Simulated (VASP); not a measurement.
# HfB2 (P6/mmm) in VASP: further runs

The runs below take HfB2 through single point, relaxation of shape and atoms at fixed volume, with PBEsol.

All numbers are computed with VASP 6.6.1; they aren't measurements. Logs are shortened: lines on timing, memory, paths and dates and some standing lists are left out, and cuts for length are marked.

### 1 The cell of the first run

Symmetry: P6/mmm, No. 191, hexagonal system. Conventional cell: a = 3.156 Å, b = 3.156 Å, c = 3.486 Å, α = 90.00°, β = 90.00°, γ = 120.00°. Hf (site symmetry 6/mmm) has 12 B at 2.52 Å and 6 Hf at 3.16 Å within 3.3 Å. Within 2.4 Å of B (site symmetry -6m2) lie 3 B at 1.82 Å.

### 2 Single point, PBEsol (10.02 Å³/atom)

Input file INCAR:

```
SYSTEM = HfB2
ALGO = Normal ; EDIFF = 1E-6
ENCUT = 520 ; GGA = PS
ISIF = 2 ; ISMEAR = 0
LASPH = .True. ; LCHARG = .False.
LREAL = .False. ; LWAVE = .False.
NBANDS = 15 ; NELM = 80
PREC = Accurate ; SIGMA = 0.1
```

Input file KPOINTS:

```
k-points
0
Gamma
  18 18 12
  0 0 0
```

Input file POSCAR:

```
HfB2
1.0
    3.1560363220      0.0000000000      0.0000000000
   -1.5780181610      2.7332076301      0.0000000000
    0.0000000000      0.0000000000      3.4863223600
Hf B
1 2
Direct
    0.0000000000      0.0000000000      0.0000000000
    0.3333333333      0.6666666667      0.5000000000
    0.6666666667      0.3333333333      0.5000000000
```

Potentials or basis: VASP PAW PBE potentials, release 64 (Hf_pv, B).

On the command line:

```bash
> cat potpaw_PBE.64/Hf_pv/POTCAR potpaw_PBE.64/B/POTCAR > POTCAR
> mpirun -np 1 vasp_std > vasp.out
```

OUTCAR:

```text
SYSTEM = HfB2
   EDIFF = 1E-6
   ENCUT = 520
   GGA = PS
   ISIF = 2
   ISMEAR = 0
   LASPH = .True.
   LREAL = .False.
   NELM = 80
   PREC = Accurate

 ion  position               nearest neighbor table
   1  0.000  0.000  0.000-   2 2.52   3 2.52   2 2.52   3 2.52   2 2.52   2 2.52   3 2.52   3 2.52
                             3 2.52   3 2.52   2 2.52   2 2.52
   2  0.333  0.667  0.500-   3 1.82   3 1.82   3 1.82   1 2.52   1 2.52   1 2.52   1 2.52   1 2.52
                             1 2.52
   3  0.667  0.333  0.500-   2 1.82   2 1.82   2 1.82   1 2.52   1 2.52   1 2.52   1 2.52   1 2.52
                             1 2.52

  LATTYP: Found a hexagonal cell.
 ALAT       =     3.1560363220
 C/A-ratio  =     1.1046521663

  Lattice vectors:

 A1 = (   3.1560363220,   0.0000000000,   0.0000000000)
 A2 = (  -1.5780181610,   2.7332076301,   0.0000000000)
 A3 = (   0.0000000000,   0.0000000000,   3.4863223600)

Analysis of symmetry for initial positions (statically):
=====================================================================
 Subroutine PRICEL returns:
 Original cell was already a primitive cell.

 Routine SETGRP: Setting up the symmetry group for a
 hexagonal supercell.

 Subroutine GETGRP returns: Found 24 space group operations
 (whereof 24 operations were pure point group operations)
 out of a pool of 24 trial point group operations.

The static configuration has the point symmetry D_6h.

Analysis of symmetry for dynamics (positions and initial velocities):
=====================================================================
 Subroutine PRICEL returns:
 Original cell was already a primitive cell.

 Routine SETGRP: Setting up the symmetry group for a
 hexagonal supercell.

 Subroutine GETGRP returns: Found 24 space group operations
 (whereof 24 operations were pure point group operations)
 out of a pool of 24 trial point group operations.

The dynamic configuration has the point symmetry D_6h.

 Subroutine INISYM returns: Found 24 space group operations
 (whereof 24 operations are pure point group operations),
 and found     1 'primitive' translations

----------------------------------------------------------------------------------------

                                     Primitive cell

  volume of cell :      30.0734

  direct lattice vectors                    reciprocal lattice vectors
     3.156036322  0.000000000  0.000000000     0.316853134  0.182935242  0.000000000
    -1.578018161  2.733207630  0.000000000     0.000000000  0.365870485  0.000000000
     0.000000000  0.000000000  3.486322360     0.000000000  0.000000000  0.286835208

  length of vectors
     3.156036322  3.156036322  3.486322360     0.365870485  0.365870485  0.286835208

  position of ions in fractional coordinates (direct lattice)
     0.000000000  0.000000000  0.000000000
     0.333333333  0.666666667  0.500000000
     0.666666667  0.333333333  0.500000000

  ion indices of the primitive-cell ions
   primitive index   ion index
                 1           1
                 2           2
                 3           3

----------------------------------------------------------------------------------------

 KPOINTS: k-points

Automatic generation of k-mesh.
 Grid dimensions read from file:
 generate k-points for:   18   18   12

 Generating k-lattice:

  Cartesian coordinates                     Fractional coordinates (reciprocal lattice)
     0.017602952  0.010163069  0.000000000     0.055555556  0.000000000  0.000000000
     0.000000000  0.020326138  0.000000000     0.000000000  0.055555556  0.000000000
     0.000000000  0.000000000  0.023902934     0.000000000  0.000000000  0.083333333

  Length of vectors
     0.020326138  0.020326138  0.023902934

  Shift w.r.t. Gamma in fractional coordinates (k-lattice)
     0.000000000  0.000000000  0.000000000

 Subroutine IBZKPT returns following result:
 ===========================================

 Found    259 irreducible k-points:

 Following reciprocal coordinates:
            Coordinates               Weight
  0.000000  0.000000  0.000000      1.000000
  0.055556  0.000000  0.000000      6.000000
  0.111111  0.000000  0.000000      6.000000
  0.166667  0.000000  0.000000      6.000000
  0.222222 -0.000000  0.000000      6.000000
  0.277778  0.000000  0.000000      6.000000
[... 16 lines left out ...]
  0.333333  0.111111  0.000000     12.000000
  0.388889  0.111111  0.000000     12.000000
 [... further k-points ...]
   k-points           NKPTS =    259   k-points in BZ     NKDIM =    259   number of bands    NBANDS=     15
   number of dos      NEDOS =    301   number of ions     NIONS =      3
   total plane-waves  NPLWV =  16128
   dimension x,y,z NGX =    24 NGY =   24 NGZ =   28
   dimension x,y,z NGXF=    48 NGYF=   48 NGZF=   56
   ions per type =               1   2
   NGX,Y,Z   is equivalent  to a cutoff of  12.64, 12.64, 13.35 a.u.
   NGXF,Y,Z  is equivalent  to a cutoff of  25.28, 25.28, 26.70 a.u.
 SYSTEM =  HfB2
   PREC   = accura    normal or accurate (medium, high low for compatibility)
   ISTART =      0    job   : 0-new  1-cont  2-samecut
   ICHARG =      2    charge: 1-file 2-atom 10-const
   ISPIN  =      1    spin polarized calculation?
   LNONCOLLINEAR =      F non collinear calculations
   LSORBIT =      F    spin-orbit coupling
   LASPH  =      T    aspherical Exc in radial PAW
   ENCUT  =  520.0 eV  38.22 Ry    6.18 a.u.   5.87  5.87  6.48*2*pi/ulx,y,z
   NELM   =     80;   NELMIN=  2; NELMDL= -5     # of ELM steps
   EDIFF  = 0.1E-05   stopping-criterion for ELM
   LREAL  =      F    real-space projection
   EDIFFG = 0.1E-04   stopping-criterion for IOM
   NSW    =      0    number of steps for IOM
   IBRION =     -1    ionic relax: 0-MD 1-quasi-New 2-CG
   NFREE  =      0    steps in history (QN), initial steepest desc. (CG)
   ISIF   =      2    stress and relaxation
   ISYM   =      2    0-nonsym 1-usesym 2-fastsym
   POTIM  = 0.5000    time-step for ionic-motion
   TEBEG  =    0.0;   TEEND  =   0.0 temperature during run
   PSTRESS=    0.0 pullay stress
   NELECT =      16.0000    total number of electrons
   NUPDOWN=      -1.0000    fix difference up-down
   EMIN   =  10.00;   EMAX   =-10.00  energy-range for DOS
   EFERMI =   0.00;   METHOD = LEGACY
   ISMEAR =     0;   SIGMA  =   0.10  broadening in eV -4-tet -1-fermi 0-gaus
   EFERMI_NEDOS =   21; number of points for ismear=-14 and -15
   IALGO  =     38    algorithm
   IMIX   =      4    mixing-type and parameters
     AMIX     =   0.40;   BMIX     =  1.00
     AMIX_MAG =   1.60;   BMIX_MAG =  1.00
  volume/ion in A,a.u.               =      10.02        67.65
  Fermi-wavevector in a.u.,A,eV,Ry     =   1.326541  2.506800 23.942332  1.759712
  Thomas-Fermi vector in A             =   2.455920
   LORBIT       =      0    0 simple, 1 ext, 2 COOP (PROOUT), +10 PAW based schemes
   GGA     = PS    functional components
   LHFCALC =     F    Hartree Fock is set to
   AEXX    =    0.0000 exact exchange contribution
   IVDW    =     0    specifies the selected vdW correction
   LEPSILON=     F    determine dielectric tensor
   LRPA    =     F    only Hartree local field effects (RPA)
 non-spin polarized calculation
 Gauss-broadening in eV      SIGMA  =   0.10
  energy-cutoff  :      520.00
  volume of cell :       30.07
 maximum number of plane-waves:       832
 NGX is ok and might be reduce to    24
   NGX = 11   NGY = 11   NGZ = 13

 number of electron      15.9999998 magnetization

 Free energy of the ion-electron system (eV)
  ---------------------------------------------------
  ext. energy  EPLUGINS =         0.00000000
  ---------------------------------------------------
  free energy    TOTEN  =       -27.84558717 eV

  energy without entropy =      -27.84443603  energy(sigma->0) =      -27.84501160

 E-fermi :   7.5195     XC(G=0): -12.6259

 val. band max:        7.4746850112   @ k =   0.1111   0.0000   0.4167
 cond. band min:       7.5636216483   @ k =   0.3889   0.2222   0.0000
 fundamental gap:      0.0889366371
 Fermi energy:         7.5194982004

 k-point     1 :       0.0000    0.0000    0.0000
  band No.  band energies     occupation
      1     -23.1495      2.00000
      2     -22.6637      2.00000
      3     -22.6637      2.00000
      4      -6.1966      2.00000
      5       4.4630      2.00000
      6       4.5712      2.00000
      7       4.5712      2.00000
      8       4.7327      2.00000
      9      11.3889      0.00000
     10      11.3889      0.00000
     11      12.0853      0.00000
     12      12.0853      0.00000
     13      12.3797      0.00000
     14      12.3797      0.00000
     15      12.3809      0.00000

 k-point     2 :       0.0556    0.0000    0.0000
  band No.  band energies     occupation
      1     -23.1457      2.00000
      2     -22.6872      2.00000
      3     -22.6689      2.00000
      4      -6.1302      2.00000
      5       4.3756      2.00000
      6       4.5309      2.00000
      7       4.5684      2.00000
      8       4.6730      2.00000
      9      11.3423      0.00000
     10      11.3887      0.00000
     11      11.4810      0.00000
     12      11.6102      0.00000
     13      12.6170      0.00000
     14      12.9235      0.00000
     15      13.0458      0.00000

 k-point     3 :       0.1111    0.0000    0.0000
  band No.  band energies     occupation
      1     -23.1348      2.00000
      2     -22.7544      2.00000
      3     -22.6839      2.00000
      4      -5.9342      2.00000
      5       3.8576      2.00000
      6       4.5118      2.00000
      7       4.5540      2.00000
      8       4.7156      2.00000
      9      10.5574      0.00000
     10      11.2121      0.00000
     11      11.2310      0.00000
     12      11.6827      0.00000
     13      13.0970      0.00000
     14      13.5311      0.00000
     15      13.9993      0.00000

 k-point     4 :       0.1667    0.0000    0.0000
  band No.  band energies     occupation
      1     -23.1180      2.00000
      2     -22.8557      2.00000
      3     -22.7067      2.00000
      4      -5.6179      2.00000
      5       3.1441      2.00000
      6       4.2902      2.00000
      7       4.5150      2.00000
      8       4.9609      2.00000
      9       9.8732      0.00000
     10      11.0226      0.00000
     11      11.0894      0.00000
     12      11.7436      0.00000
     13      13.3305      0.00000
     14      14.3622      0.00000
     15      14.4886      0.00000
[... 307 lines left out ...]
 k-point    22 :       0.2778    0.1111    0.0000
  band No.  band energies     occupation
      1     -23.2166      2.00000
      2     -23.0490      2.00000
      3     -22.8357      2.00000
      4      -3.9132      2.00000
      5       0.7067      2.00000
      6       3.1557      2.00000
      7       3.7063      2.00000
      8       6.0391      2.00000
      9       8.6070      0.00000
     10       9.5051      0.00000
     11      12.5393      0.00000
     12      12.5793      0.00000
     13      13.9078      0.00000
     14      15.9437      0.00000
     15      17.2686      0.00000

 k-point    23 :       0.3333    0.1111    0.0000
  band No.  band energies     occupation
      1     -23.2968      2.00000
      2     -23.0330      2.00000
      3     -22.8645      2.00000
      4      -3.2578      2.00000
      5      -0.0988      2.00000
      6       2.9170      2.00000
      7       3.6209      2.00000
      8       5.9984      2.00000
      9       8.1606      0.00000
     10      10.1694      0.00000
     11      12.3809      0.00000
     12      13.2863      0.00000
     13      13.8379      0.00000
     14      16.9038      0.00000
     15      16.9682      0.00000

 k-point    24 :       0.3889    0.1111    0.0000
  band No.  band energies     occupation
      1     -23.3484      2.00000
      2     -23.0226      2.00000
      3     -22.8832      2.00000
      4      -2.5624      2.00000
      5      -0.8885      2.00000
      6       2.7680      2.00000
      7       3.5744      2.00000
      8       5.9236      2.00000
      9       7.8752      0.00000
     10      11.0081      0.00000
     11      12.2768      0.00000
     12      13.0847      0.00000
     13      14.4607      0.00000
     14      16.1015      0.00000
     15      17.8475      0.00000

 [... further k-points ...]

------------------------ aborting loop because EDIFF is reached ----------------------------------------

  FORCE on cell =-STRESS in cart. coord.  units (eV):
  Direction    XX          YY          ZZ          XY          YZ          ZX
  --------------------------------------------------------------------------------------
  -------------------------------------------------------------------------------------
  Total       -1.4133287     -1.4133287     -1.3692943      0.0000000      0.0000000     -0.0000000
  in kB      -75.2959489    -75.2959489    -72.9499891      0.0000000      0.0000000     -0.0000000
  external PRESSURE =     -74.5139623 kB  Pullay stress =       0.0000000 kB

 VOLUME and BASIS-vectors are now :
 -----------------------------------------------------------------------------
  energy-cutoff  :      520.00
  volume of cell :       30.07
      direct lattice vectors                 reciprocal lattice vectors
     3.156036322  0.000000000  0.000000000     0.316853134  0.182935242  0.000000000
    -1.578018161  2.733207630  0.000000000     0.000000000  0.365870485  0.000000000
     0.000000000  0.000000000  3.486322360     0.000000000  0.000000000  0.286835208

 POSITION                                       TOTAL-FORCE (eV/Angst)
 -----------------------------------------------------------------------------------
      0.00000      0.00000      0.00000         0.000000      0.000000     -0.000000
     -0.00000      1.82214      1.74316         0.000000      0.000000     -0.000000
      1.57802      0.91107      1.74316        -0.000000      0.000000      0.000000
 -----------------------------------------------------------------------------------
    total drift:                               -0.000000      0.000000      0.000000

  FREE ENERGIE OF THE ION-ELECTRON SYSTEM (eV)
  ---------------------------------------------------
  free  energy   TOTEN  =       -27.8455871666 eV

  energy  without entropy=      -27.8444360284  energy(sigma->0) =      -27.84501160
```

Run time: 37 s. Hardware: 1 thread of Intel Xeon Platinum 8559C (Emerald Rapids), shared host; peak memory 0.23 GiB.

What came out:

- Free energy: -27.8456 eV
- Pressure: -7.5 GPa
- Band gap on the k mesh: zero (bands 8 and 9 overlap by 1.26 eV)

Caveat: the cell stands under tension; the PAW data sets were made with another functional, which shifts forces and pressure a little; spin-orbit coupling is left out, which moves the levels of the heavy elements.

(Part 1 of 2 ends here.)

The gap in the log of VASP goes by the Fermi energy; the results here count the filled bands.